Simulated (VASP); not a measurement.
# KSnO3 (Pm-3m) in VASP: further runs

Runs on KSnO3. Level: LDA. Tasks: relaxation of cell and atoms.

Program: VASP 6.6.1. These are calculated values, not measurements. Logs are shortened: lines on timing, memory, paths and dates and some standing lists are left out, and cuts for length are marked.

### Step 1. The cell of the first run

Symmetry: Pm-3m, No. 221, cubic system. Conventional cell: a = 4.052 Å, b = 4.052 Å, c = 4.052 Å, α = 90.00°, β = 90.00°, γ = 90.00°. K (site symmetry m-3m) has 12 O at 2.86 Å and 8 Sn at 3.51 Å within 3.8 Å. Sn (site symmetry m-3m) has 6 O at 2.03 Å within 2.7 Å. Within 2.7 Å of O (site symmetry 4/mmm) lie 2 Sn at 2.03 Å.

### Step 2. Relaxation of cell and atoms, LDA

INCAR reads:

```
  PREC = Accurate
  ENCUT = 600
  EDIFF = 1E-6
  ISMEAR = 0
  SIGMA = 0.05
  LREAL = F
  LASPH = T
  NELM = 80
  ALGO = Normal
  ISIF = 3
  LWAVE = F
  LCHARG = F
  GGA = CA
  IBRION = 2
  NSW = 80
  EDIFFG = -0.03
```

KPOINTS reads:

```
Automatic mesh
0
Gamma
  4 4 4
```

POSCAR reads:

```
KSnO3
1.0
    4.0516053316      0.0000000000      0.0000000000
    0.0000000000      4.0516053316      0.0000000000
    0.0000000000      0.0000000000      4.0516053316
K Sn O
1 1 3
Direct
    0.0000000000      0.0000000000      0.0000000000
    0.5000000000      0.5000000000      0.5000000000
    0.5000000000      0.5000000000      0.0000000000
    0.0000000000      0.5000000000      0.5000000000
    0.5000000000      0.0000000000      0.5000000000
```

Potentials or basis: VASP PAW LDA potentials, release 64 (K_sv, Sn_d, O).

On the command line:

```bash
cat potpaw_LDA.64/K_sv/POTCAR potpaw_LDA.64/Sn_d/POTCAR potpaw_LDA.64/O/POTCAR > POTCAR
mpirun -np 1 vasp_std > vasp.out
```

OUTCAR:

```text
PREC = Accurate
   ENCUT = 600
   EDIFF = 1E-6
   ISMEAR = 0
   LREAL = F
   LASPH = T
   NELM = 80
   ISIF = 3
   GGA = CA
   IBRION = 2
   NSW = 80
   EDIFFG = -0.03

 ion  position               nearest neighbor table
   1  0.000  0.000  0.000-   3 2.86   4 2.86   5 2.86   4 2.86   5 2.86   3 2.86   4 2.86   4 2.86
                             3 2.86   5 2.86   5 2.86   3 2.86   2 3.51   2 3.51   2 3.51   2 3.51
   2  0.500  0.500  0.500-   3 2.03   4 2.03   5 2.03   3 2.03   5 2.03   4 2.03   1 3.51   1 3.51
                             1 3.51   1 3.51   1 3.51   1 3.51   1 3.51   1 3.51
   3  0.500  0.500  0.000-   2 2.03   2 2.03   1 2.86   1 2.86   1 2.86   1 2.86
   4  0.000  0.500  0.500-   2 2.03   2 2.03   1 2.86   1 2.86   1 2.86   1 2.86
   5  0.500  0.000  0.500-   2 2.03   2 2.03   1 2.86   1 2.86   1 2.86   1 2.86

  LATTYP: Found a simple cubic cell.
 ALAT       =     4.0516053316

  Lattice vectors:

 A1 = (   4.0516053316,   0.0000000000,   0.0000000000)
 A2 = (   0.0000000000,   4.0516053316,   0.0000000000)
 A3 = (   0.0000000000,   0.0000000000,   4.0516053316)

Analysis of symmetry for initial positions (statically):
=====================================================================
 Subroutine PRICEL returns:
 Original cell was already a primitive cell.

 Routine SETGRP: Setting up the symmetry group for a
 simple cubic supercell.

 Subroutine GETGRP returns: Found 48 space group operations
 (whereof 48 operations were pure point group operations)
 out of a pool of 48 trial point group operations.

The static configuration has the point symmetry O_h .

Analysis of symmetry for dynamics (positions and initial velocities):
=====================================================================
 Subroutine PRICEL returns:
 Original cell was already a primitive cell.

 Routine SETGRP: Setting up the symmetry group for a
 simple cubic supercell.

 Subroutine GETGRP returns: Found 48 space group operations
 (whereof 48 operations were pure point group operations)
 out of a pool of 48 trial point group operations.

The dynamic configuration has the point symmetry O_h .

 Subroutine INISYM returns: Found 48 space group operations
 (whereof 48 operations are pure point group operations),
 and found     1 'primitive' translations

----------------------------------------------------------------------------------------

                                     Primitive cell

  volume of cell :      66.5092

  direct lattice vectors                    reciprocal lattice vectors
     4.051605332  0.000000000  0.000000000     0.246815748  0.000000000  0.000000000
     0.000000000  4.051605332  0.000000000     0.000000000  0.246815748  0.000000000
     0.000000000  0.000000000  4.051605332     0.000000000  0.000000000  0.246815748

  length of vectors
     4.051605332  4.051605332  4.051605332     0.246815748  0.246815748  0.246815748

  position of ions in fractional coordinates (direct lattice)
     0.000000000  0.000000000  0.000000000
     0.500000000  0.500000000  0.500000000
     0.500000000  0.500000000  0.000000000
     0.000000000  0.500000000  0.500000000
     0.500000000  0.000000000  0.500000000

  ion indices of the primitive-cell ions
   primitive index   ion index
                 1           1
                 2           2
                 3           3
                 4           4
                 5           5

----------------------------------------------------------------------------------------

 KPOINTS: Automatic mesh

Automatic generation of k-mesh.
 Grid dimensions read from file:
 generate k-points for:    4    4    4

 Generating k-lattice:

  Cartesian coordinates                     Fractional coordinates (reciprocal lattice)
     0.061703937  0.000000000  0.000000000     0.250000000  0.000000000  0.000000000
     0.000000000  0.061703937  0.000000000     0.000000000  0.250000000  0.000000000
     0.000000000  0.000000000  0.061703937     0.000000000  0.000000000  0.250000000

  Length of vectors
     0.061703937  0.061703937  0.061703937

  Shift w.r.t. Gamma in fractional coordinates (k-lattice)
     0.000000000  0.000000000  0.000000000

 Subroutine IBZKPT returns following result:
 ===========================================

 Found     10 irreducible k-points:

 Following reciprocal coordinates:
            Coordinates               Weight
  0.000000  0.000000  0.000000      1.000000
  0.250000  0.000000  0.000000      6.000000
  0.500000  0.000000  0.000000      3.000000
  0.250000  0.250000  0.000000     12.000000
  0.500000  0.250000  0.000000     12.000000
  0.500000  0.500000  0.000000      3.000000
  0.250000  0.250000  0.250000      8.000000
  0.500000  0.250000  0.250000     12.000000
  0.500000  0.500000  0.250000      6.000000
  0.500000  0.500000  0.500000      1.000000
   k-points           NKPTS =     10   k-points in BZ     NKDIM =     10   number of bands    NBANDS=     24
   number of dos      NEDOS =    301   number of ions     NIONS =      5
   total plane-waves  NPLWV =  32768
   dimension x,y,z NGX =    32 NGY =   32 NGZ =   32
   dimension x,y,z NGXF=    64 NGYF=   64 NGZF=   64
   ions per type =               1   1   3
   NGX,Y,Z   is equivalent  to a cutoff of  13.13, 13.13, 13.13 a.u.
   NGXF,Y,Z  is equivalent  to a cutoff of  26.26, 26.26, 26.26 a.u.
 SYSTEM =  unknown system
   PREC   = accura    normal or accurate (medium, high low for compatibility)
   ISTART =      0    job   : 0-new  1-cont  2-samecut
   ICHARG =      2    charge: 1-file 2-atom 10-const
   ISPIN  =      1    spin polarized calculation?
   LNONCOLLINEAR =      F non collinear calculations
   LSORBIT =      F    spin-orbit coupling
   LASPH  =      T    aspherical Exc in radial PAW
   ENCUT  =  600.0 eV  44.10 Ry    6.64 a.u.   8.09  8.09  8.09*2*pi/ulx,y,z
   NELM   =     80;   NELMIN=  2; NELMDL= -5     # of ELM steps
   EDIFF  = 0.1E-05   stopping-criterion for ELM
   LREAL  =      F    real-space projection
   EDIFFG = -.3E-01   stopping-criterion for IOM
   NSW    =     80    number of steps for IOM
   IBRION =      2    ionic relax: 0-MD 1-quasi-New 2-CG
   NFREE  =      1    steps in history (QN), initial steepest desc. (CG)
   ISIF   =      3    stress and relaxation
   ISYM   =      2    0-nonsym 1-usesym 2-fastsym
   POTIM  = 0.5000    time-step for ionic-motion
   TEBEG  =    0.0;   TEEND  =   0.0 temperature during run
   PSTRESS=    0.0 pullay stress
   NELECT =      41.0000    total number of electrons
   NUPDOWN=      -1.0000    fix difference up-down
   EMIN   =  10.00;   EMAX   =-10.00  energy-range for DOS
   EFERMI =   0.00;   METHOD = LEGACY
   ISMEAR =     0;   SIGMA  =   0.05  broadening in eV -4-tet -1-fermi 0-gaus
   EFERMI_NEDOS =   21; number of points for ismear=-14 and -15
   IALGO  =     38    algorithm
   IMIX   =      4    mixing-type and parameters
     AMIX     =   0.40;   BMIX     =  1.00
     AMIX_MAG =   1.60;   BMIX_MAG =  1.00
  volume/ion in A,a.u.               =      13.30        89.77
  Fermi-wavevector in a.u.,A,eV,Ry     =   1.393293  2.632941 26.412502  1.941264
  Thomas-Fermi vector in A             =   2.516953
   LORBIT       =      0    0 simple, 1 ext, 2 COOP (PROOUT), +10 PAW based schemes
   GGA     = CA    functional components
   LHFCALC =     F    Hartree Fock is set to
   AEXX    =    0.0000 exact exchange contribution
   IVDW    =     0    specifies the selected vdW correction
   LEPSILON=     F    determine dielectric tensor
   LRPA    =     F    only Hartree local field effects (RPA)
 conjugate gradient relaxation of ions
 non-spin polarized calculation
 Gauss-broadening in eV      SIGMA  =   0.05
  energy-cutoff  :      600.00
  volume of cell :       66.51
 maximum number of plane-waves:      2272
   NGX = 17   NGY = 17   NGZ = 17

--------------------------------------- Ionic step        1  -------------------------------------------

 number of electron      41.0000033 magnetization

 Free energy of the ion-electron system (eV)
  ---------------------------------------------------
  ext. energy  EPLUGINS =         0.00000000
  ---------------------------------------------------
  free energy    TOTEN  =       -29.65667249 eV

  energy without entropy =      -29.64908698  energy(sigma->0) =      -29.65287974

------------------------ aborting loop because EDIFF is reached ----------------------------------------

  FORCE on cell =-STRESS in cart. coord.  units (eV):
  Direction    XX          YY          ZZ          XY          YZ          ZX
  --------------------------------------------------------------------------------------
  -------------------------------------------------------------------------------------
  Total        0.2275029      0.2275029      0.2275029     -0.0000000     -0.0000000     -0.0000000
  in kB        5.4804490      5.4804490      5.4804490     -0.0000000     -0.0000000     -0.0000000
  external PRESSURE =       5.4804490 kB  Pullay stress =       0.0000000 kB
[... 63 lines left out ...]
  energy  without entropy=      -29.6493291152  energy(sigma->0) =      -29.65312071

--------------------------------------- Ionic step        3  -------------------------------------------

 number of electron      41.0000035 magnetization

 Free energy of the ion-electron system (eV)
  ---------------------------------------------------
  ext. energy  EPLUGINS =         0.00000000
  ---------------------------------------------------
  free energy    TOTEN  =       -29.65712791 eV

  energy without entropy =      -29.64954429  energy(sigma->0) =      -29.65333610

 E-fermi :   2.2976     XC(G=0): -11.1484

 val. band max:        2.2417377935   @ k =   0.2500   0.2500   0.2500
 cond. band min:       2.3052066040   @ k =   0.5000   0.2500   0.0000
 fundamental gap:      0.0634688105
 Fermi energy:         2.2976016222

 k-point     1 :       0.0000    0.0000    0.0000
  band No.  band energies     occupation
      1     -23.9845      2.00000
      2     -17.7545      2.00000
      3     -17.7545      2.00000
      4     -16.7476      2.00000
      5     -16.7476      2.00000
      6     -16.7476      2.00000
[... 291 lines left out ...]
  FREE ENERGIE OF THE ION-ELECTRON SYSTEM (eV)
  ---------------------------------------------------
  free  energy   TOTEN  =       -29.6571279095 eV

  energy  without entropy=      -29.6495442855  energy(sigma->0) =      -29.65333610

 reached required accuracy - stopping structural energy minimisation
```

Run time: 18 s. Hardware: 1 thread of Intel Xeon 6975P-C (Granite Rapids), shared host; peak memory 0.16 GiB.

Results:

```yaml
Free_energy: -29.6571 eV
Relaxed_volume: 13.35 Å³/atom
Relaxed_cell: a = 4.057 Å, b = 4.057 Å, c = 4.057 Å, α = 90.00°, β = 90.00°, γ = 90.00°
Space_group_after_relaxing_to_0.05_Å: Pm-3m (No. 221)
Energy_gained_by_relaxing: 0.1 meV/atom
Ionic_steps: 3
Pressure_after_relaxing: 0.0 GPa
```

The path:
| step | energy change (eV) | largest force (eV/Å) | pressure (GPa) | volume (Å³) |
| --- | --- | --- | --- | --- |
| 1 | 0.0000 | 0.0000 | 0.55 | 66.51 |
| 2 | -0.0002 | 0.0000 | -0.40 | 66.95 |
| 3 | -0.0005 | 0.0000 | 0.00 | 66.77 |

Final structure:
```
K Sn O
1.0
     4.05694    0.00000    0.00000
     0.00000    4.05694    0.00000
     0.00000    0.00000    4.05694
K Sn O
1 1 3
Direct
  0.00000 0.00000 0.00000
  0.50000 0.50000 0.50000
  0.50000 0.50000 0.00000
  0.00000 0.50000 0.50000
  0.50000 0.00000 0.50000
```

Caveat: the k points lie up to 0.39 Å⁻¹ apart in the final cell; spin-orbit coupling is left out, which moves the levels of the heavy elements; an odd number of electrons without spin polarisation forces a metal; a magnetic or distorted state may lie lower.

### Step 3. Relaxation of cell and atoms, LDA

This run uses another cell than the first one, of 16.12 Å³/atom, 1.212 times its volume.

INCAR reads:

```
PREC = Accurate
ENCUT = 600
EDIFF = 1E-6
ISMEAR = 0
SIGMA = 0.05
LREAL = F
LASPH = T
NELM = 80
ALGO = Normal
ISIF = 3
LWAVE = F
LCHARG = F
GGA = CA
IBRION = 2
NSW = 80
EDIFFG = -0.03
```

KPOINTS reads:

```
regular mesh
0
Gamma
  4 4 4
```

POSCAR: that of step 2 with these lines changed.

```diff
@@ -2,5 +2,5 @@
 1.0
-    4.0516053316      0.0000000000      0.0000000000
-    0.0000000000      4.0516053316      0.0000000000
-    0.0000000000      0.0000000000      4.0516053316
+    4.3200000000      0.0000000000      0.0000000000
+    0.0000000000      4.3200000000      0.0000000000
+    0.0000000000      0.0000000000      4.3200000000
 K Sn O
```

Potentials or basis: VASP PAW LDA potentials, release 64 (K_sv, Sn_d, O).

On the command line:

```bash
cat potpaw_LDA.64/K_sv/POTCAR potpaw_LDA.64/Sn_d/POTCAR potpaw_LDA.64/O/POTCAR > POTCAR
mpirun -np 1 vasp_std > vasp.out
```

Wall time 35 s (1 thread of Intel Xeon 6975P-C (Granite Rapids), shared host); peak memory 0.19 GiB.

The run converged. Its results:

| Quantity | Value |
| --- | --- |
| Free energy | -29.6843 eV |
| Relaxed volume | 13.34 Å³/atom |
| Relaxed cell | a = 4.055 Å, b = 4.055 Å, c = 4.055 Å, α = 90.00°, β = 90.00°, γ = 90.00° |
| Space group after relaxing (to 0.05 Å) | Pm-3m (No. 221) |
| Energy gained by relaxing | 177.2 meV/atom |
| Ionic steps | 3 |
| Pressure after relaxing | 0.1 GPa |

Step by step:
| step | energy change (eV) | largest force (eV/Å) | pressure (GPa) | volume (Å³) |
| --- | --- | --- | --- | --- |
| 1 | 0.0000 | 0.0000 | -16.43 | 80.62 |
| 2 | -0.7691 | 0.0000 | 10.17 | 62.83 |
| 3 | -0.8862 | 0.0000 | 0.12 | 66.69 |

Final structure:
```xyz
5
Lattice="4.0553 0.0000 0.0000 0.0000 4.0553 0.0000 0.0000 0.0000 4.0553" Properties=species:S:1:pos:R:3 pbc="T T T"
K     0.0000    0.0000    0.0000
Sn    2.0276    2.0276    2.0276
O     2.0276    2.0276    0.0000
O     0.0000    2.0276    2.0276
O     2.0276    0.0000    2.0276
```

Levels at points of the mesh, in eV from the Fermi level:
| k point | band 18 | band 19 | band 20 | band 21 | band 22 | band 23 |
| --- | --- | --- | --- | --- | --- | --- |
| (0.00, 0.00, 0.00) | -0.53 | -0.36 | -0.36 | -0.36 | 1.96 | 7.85 |
| (0.50, 0.00, 0.00) | -0.69 | -0.69 | -0.59 | -0.59 | 5.82 | 8.99 |
| (0.50, 0.50, 0.00) | -0.93 | -0.93 | -0.31 | 0.43 | 8.02 | 9.44 |
| (0.50, 0.50, 0.50) | -0.30 | 0.47 | 0.47 | 0.47 | 7.40 | 7.40 |

Caveat: the k points lie up to 0.39 Å⁻¹ apart in the final cell; the volume moved by over 15 % at a fixed basis, so the end points are rough; spin-orbit coupling is left out, which moves the levels of the heavy elements; an odd number of electrons without spin polarisation forces a metal; a magnetic or distorted state may lie lower.
